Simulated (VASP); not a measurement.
# Ru4C in VASP: relaxation of the atoms with LDA

Aim: the relaxation of the atoms of Ru4C with LDA.

Program: VASP 6.6.1. These are calculated values, not measurements. Logs are shortened: lines on timing, memory, paths and dates and some standing lists are left out, and cuts for length are marked.

## Step 1: The cell of the first run

The cell holds a slab with vacuum, 5 atoms: a = 2.674 Å, b = 2.674 Å, c = 21.762 Å, α = 90.00°, β = 90.00°, γ = 120.00°.

## Step 2: Relaxation of the atoms, LDA

The input, INCAR:

```
  PREC = Accurate
  ENCUT = 520
  EDIFF = 1E-6
  ISMEAR = 0
  SIGMA = 0.1
  LREAL = F
  LASPH = T
  NELM = 100
  ALGO = Normal
  ISIF = 2
  LWAVE = F
  LCHARG = F
  LDIPOL = T
  IDIPOL = 3
  DIPOL = 0.5 0.5 0.377
  GGA = CA
  IBRION = 2
  NSW = 36
  EDIFFG = -0.025
```

The input, KPOINTS:

```
regular mesh
0
Gamma
  12 12 1
```

The input, POSCAR:

```
Ru4C
1.0
    2.6740588508      0.0000000000      0.0000000000
   -1.3370294254      2.3158028960      0.0000000000
    0.0000000000      0.0000000000     21.7622039047
Ru C
4 1
Selective dynamics
Direct
    0.6666666667      0.3333333333      0.1838049132  F F F
    0.3333333333      0.6666666667      0.2809173428  F F F
    0.6666666667      0.3333333333      0.3776317450  F F F
    0.3333333333      0.6666666667      0.4715608745  F F F
    0.3333333333      0.6666666667      0.5735726013  F F T
```

Potentials or basis: VASP PAW LDA potentials, release 64 (Ru_pv, C).

Launch:

```bash
cat potpaw_LDA.64/Ru_pv/POTCAR potpaw_LDA.64/C/POTCAR > POTCAR
mpirun -np 1 vasp_std > vasp.out
```

OUTCAR:

```text
PREC = Accurate
   ENCUT = 520
   EDIFF = 1E-6
   ISMEAR = 0
   LREAL = F
   LASPH = T
   NELM = 100
   ISIF = 2
   GGA = CA
   IBRION = 2
   NSW = 36
   EDIFFG = -0.025

 ion  position               nearest neighbor table
   1  0.667  0.333  0.184-   2 2.62   2 2.62   2 2.62
   2  0.333  0.667  0.281-   3 2.61   3 2.61   3 2.61   1 2.62   1 2.62   1 2.62
   3  0.667  0.333  0.378-   4 2.56   4 2.56   4 2.56   2 2.61   2 2.61   2 2.61
   4  0.333  0.667  0.472-   5 2.22   3 2.56   3 2.56   3 2.56
   5  0.333  0.667  0.574-   4 2.22

  LATTYP: Found a hexagonal cell.
 ALAT       =     2.6740588508
 C/A-ratio  =     8.1382666272

  Lattice vectors:

 A1 = (   2.6740588508,   0.0000000000,   0.0000000000)
 A2 = (  -1.3370294254,   2.3158028960,   0.0000000000)
 A3 = (   0.0000000000,   0.0000000000,  21.7622039047)

Analysis of symmetry for initial positions (statically):
=====================================================================
 Subroutine PRICEL returns:
 Original cell was already a primitive cell.

 Routine SETGRP: Setting up the symmetry group for a
 hexagonal supercell.

 Subroutine GETGRP returns: Found  6 space group operations
 (whereof  6 operations were pure point group operations)
 out of a pool of 24 trial point group operations.

The static configuration has the point symmetry C_3v.

Analysis of symmetry for dynamics (positions and initial velocities):
=====================================================================
 Subroutine PRICEL returns:
 Original cell was already a primitive cell.

 Routine SETGRP: Setting up the symmetry group for a
 hexagonal supercell.

 Subroutine GETGRP returns: Found  6 space group operations
 (whereof  6 operations were pure point group operations)
 out of a pool of 24 trial point group operations.

The dynamic configuration has the point symmetry C_3v.

Analysis of constrained symmetry for selective dynamics:
=====================================================================
 Subroutine PRICEL returns:
 Original cell was already a primitive cell.

 Routine SETGRP: Setting up the symmetry group for a
 hexagonal supercell.

 Subroutine GETGRP returns: Found  6 space group operations
 (whereof  6 operations were pure point group operations)
 out of a pool of 24 trial point group operations.

The constrained configuration has the point symmetry C_3v.

[... 124 lines left out ...]
   LHFCALC =     F    Hartree Fock is set to
   AEXX    =    0.0000 exact exchange contribution
   IVDW    =     0    specifies the selected vdW correction
   LEPSILON=     F    determine dielectric tensor
   LRPA    =     F    only Hartree local field effects (RPA)
 conjugate gradient relaxation of ions
 non-spin polarized calculation
 Gauss-broadening in eV      SIGMA  =   0.10
  energy-cutoff  :      520.00
  volume of cell :      134.76
 maximum number of plane-waves:      3677
 NGX is ok and might be reduce to    20
   NGX =  9   NGY =  9   NGZ = 81

--------------------------------------- Ionic step        1  -------------------------------------------

 number of electron      60.0000000 magnetization

 Free energy of the ion-electron system (eV)
  ---------------------------------------------------
  ext. energy  EPLUGINS =         0.00000000
  ---------------------------------------------------
  free energy    TOTEN  =       -45.77977066 eV

  energy without entropy =      -45.75423276  energy(sigma->0) =      -45.76700171

------------------------ aborting loop because EDIFF is reached ----------------------------------------

  FORCE on cell =-STRESS in cart. coord.  units (eV):
  Direction    XX          YY          ZZ          XY          YZ          ZX
  --------------------------------------------------------------------------------------
  -------------------------------------------------------------------------------------
  Total       -4.8540421     -4.8540421     -5.2484962      0.0000000      0.0000000      0.0000000
  in kB      -57.7083542    -57.7083542    -62.3979092      0.0000000      0.0000000      0.0000000
  external PRESSURE =     -59.2715392 kB  Pullay stress =       0.0000000 kB
[... 137 lines left out ...]
  FREE ENERGIE OF THE ION-ELECTRON SYSTEM (eV)
  ---------------------------------------------------
  free  energy   TOTEN  =       -46.6276741769 eV

  energy  without entropy=      -46.6145208585  energy(sigma->0) =      -46.62109752

 dipolmoment           0.000000      0.000000     -0.070957 electrons x Angstroem

--------------------------------------- Ionic step        5  -------------------------------------------

 number of electron      59.9999999 magnetization

------------------------ aborting loop because EDIFF is reached ----------------------------------------
[... 112 lines left out ...]
--------------------------------------- Ionic step        8  -------------------------------------------

 number of electron      59.9999999 magnetization

 dipolmoment           0.000000      0.000000      0.063431 electrons x Angstroem

 Free energy of the ion-electron system (eV)
  ---------------------------------------------------
  ext. energy  EPLUGINS =         0.00000000
  ---------------------------------------------------
  free energy    TOTEN  =       -46.80766656 eV

  energy without entropy =      -46.79345631  energy(sigma->0) =      -46.80056144

 E-fermi :   2.0157     XC(G=0):  -7.3015

 val. band max:        1.9567816446   @ k =   0.2500   0.0000   0.0000
 cond. band min:       2.0208312671   @ k =   0.2500   0.0833   0.0000
 fundamental gap:      0.0640496226
 Fermi energy:         2.0156717051

 k-point     1 :       0.0000    0.0000    0.0000
  band No.  band energies     occupation
      1     -41.6196      2.00000
      2     -41.2654      2.00000
      3     -40.6505      2.00000
      4     -40.6363      2.00000
      5     -40.6363      2.00000
      6     -40.4309      2.00000
[... 730 lines left out ...]
     35       3.9178      0.00000
     36       7.0900      0.00000

------------------------ aborting loop because EDIFF is reached ----------------------------------------

 vacuum level on the upper side and lower side of the slab       (xc-potential included)         0.838        -0.916

  FORCE on cell =-STRESS in cart. coord.  units (eV):
  Direction    XX          YY          ZZ          XY          YZ          ZX
  --------------------------------------------------------------------------------------
  -------------------------------------------------------------------------------------
  Total        1.0942668      1.0942668      2.5051824      0.0000000      0.0000000      0.0000000
  in kB       13.0094335     13.0094335     29.7834159      0.0000000      0.0000000      0.0000000
  external PRESSURE =      18.6007610 kB  Pullay stress =       0.0000000 kB
[... 20 lines left out ...]
  FREE ENERGIE OF THE ION-ELECTRON SYSTEM (eV)
  ---------------------------------------------------
  free  energy   TOTEN  =       -46.8076665581 eV

  energy  without entropy=      -46.7934563143  energy(sigma->0) =      -46.80056144

 reached required accuracy - stopping structural energy minimisation

 vacuum level on the upper side and lower side of the slab         9.250         7.458
```

OSZICAR:

```text
N       E                     dE             d eps       ncg     rms          rms(c)
DAV:   1     0.629597121731E+03    0.62960E+03   -0.37685E+04  1640   0.161E+03
DAV:   2    -0.256878223667E+02   -0.65528E+03   -0.63760E+03  1496   0.474E+02
DAV:   3    -0.481811896957E+02   -0.22493E+02   -0.21375E+02  1776   0.831E+01
[... 133 lines left out ...]
DAV:   3    -0.468076760928E+02    0.35826E-03   -0.27104E-03  1964   0.310E-01    0.355E-02
DAV:   4    -0.468076736884E+02    0.24044E-05   -0.85742E-05  1788   0.656E-02    0.265E-02
DAV:   5    -0.468076724210E+02    0.12674E-05   -0.53694E-05  1664   0.720E-02    0.211E-02
DAV:   6    -0.468076670816E+02    0.53394E-05   -0.45930E-05  1644   0.531E-02    0.728E-03
DAV:   7    -0.468076665581E+02    0.52352E-06   -0.57168E-06  1372   0.227E-02
   8 F= -.46807667E+02 E0= -.46800561E+02  d E =-.249648E-04
```

CONTCAR:

```text
Ru4C
   1.00000000000000
     2.6740588507999998    0.0000000000000000    0.0000000000000000
    -1.3370294253999999    2.3158028960000001    0.0000000000000000
     0.0000000000000000    0.0000000000000000   21.7622039047000015
  Ru              C
     4     1
Selective dynamics
Direct
     0.6666666667000030    0.3333333332999970    0.1838049131999995   F   F   F
     0.3333333332999970    0.6666666667000030    0.2809173428000022   F   F   F
     0.6666666667000030    0.3333333332999970    0.3776317450000022   F   F   F
     0.3333333332999970    0.6666666667000030    0.4715608744999997   F   F   F
     0.3333333332999970    0.6666666667000030    0.5511669595743171   F   F   T

  0.00000000E+00  0.00000000E+00  0.00000000E+00
  0.00000000E+00  0.00000000E+00  0.00000000E+00
  0.00000000E+00  0.00000000E+00  0.00000000E+00
  0.00000000E+00  0.00000000E+00  0.00000000E+00
  0.00000000E+00  0.00000000E+00  0.00000000E+00
```

It took 13 min on 1 thread of Intel Xeon Platinum 8259CL at 2.50GHz (Skylake/Cascade Lake), shared host; peak memory 0.24 GiB.

Results:

| Item | Value |
| --- | --- |
| Free energy | -46.8077 eV |
| Energy gained by relaxing | 205.6 meV/atom |
| Ionic steps | 8 |
| Band gap on the k mesh | zero (bands 30 and 31 overlap by 2.14 eV) |

Step by step:
| step | energy change (eV) | largest force on free atoms (eV/Å) | pressure (GPa) |
| --- | --- | --- | --- |
| 1 | 0.0000 | 2.3794 | -5.93 |
| 2 | -0.2747 | 2.4141 | -4.95 |
| 3 | -1.0180 | 0.6753 | 1.08 |
| 4 | -0.8479 | 3.8089 | 5.45 |
| 5 | -1.0270 | 0.2089 | 1.63 |
| 6 | -1.0279 | 0.0327 | 1.90 |
| 7 | -1.0279 | 0.0339 | 1.83 |
| 8 | -1.0279 | 0.0008 | 1.86 |

Final structure:
```
CELL_PARAMETERS angstrom
2.67406 0.00000 0.00000
-1.33703 2.31580 0.00000
0.00000 0.00000 21.76220
ATOMIC_POSITIONS crystal
Ru 0.66667 0.33333 0.18380
Ru 0.33333 0.66667 0.28092
Ru 0.66667 0.33333 0.37763
Ru 0.33333 0.66667 0.47156
C 0.33333 0.66667 0.55117
```

The gap in the log of VASP goes by the Fermi energy; the results here count the filled bands.